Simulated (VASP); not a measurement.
Set up this calculation in VASP 6.6.1, as the native input.

| Quantity | Value |
| --- | --- |
| Task | electric field gradients |
| Functional | PBE |
| Potentials or basis | VASP PAW PBE potentials, release 64 (Na_pv, Cl) |
| Cutoff | 520 eV |
| k mesh | 7 × 7 × 7 |
| Occupations | fermi-dirac, width 0.03 eV |
| Spin | no spin polarisation |
| Dipole correction | no |
| Further INCAR settings | ALGO = Normal; EDIFF = 1e-08; NBANDS = 14 |

The structure of NaCl lies in POSCAR:

```
NaCl
1.0
    0.0000000000      2.8127443938      2.8127443938
    2.8127443938      0.0000000000      2.8127443938
    2.8127443938      2.8127443938      0.0000000000
Na Cl
1 1
Direct
    0.0000000000      0.0000000000      0.0000000000
    0.5000000000      0.5000000000      0.5000000000
```

This cell differs from its parent crystal: volume scaled by 0.98.

The input as run:

INCAR

```
SYSTEM = NaCl
PREC = Accurate
ENCUT = 520
EDIFF = 1E-8
ISMEAR = -1
SIGMA = 0.03
LREAL = .False.
LASPH = .True.
NELM = 80
ALGO = Normal
ISIF = 2
LWAVE = .False.
LCHARG = .False.
GGA = PE
LEFG = .True.
NBANDS = 14
```

KPOINTS

```
Automatic mesh
0
Gamma
  7 7 7
  0 0 0
```

Potentials or basis: VASP PAW PBE potentials, release 64 (Na_pv, Cl).

Launch:

```sh
$ cat potpaw_PBE.64/Na_pv/POTCAR potpaw_PBE.64/Cl/POTCAR > POTCAR
$ mpirun -np 1 vasp_std > vasp.out
```

Results of the run:

```yaml
Pressure: 0.9 GPa
Band_gap_on_the_k_mesh: 5.14 eV, direct
```

Caveat: without QUAD_EFG the Cq values of the log hold for a quadrupole moment of 1 mb, not for the nuclei.

Run time: 8 s on 1 thread of AMD EPYC 9R45 96-Core Processor (Zen 5), on a shared host, peak memory 0.13 GiB.
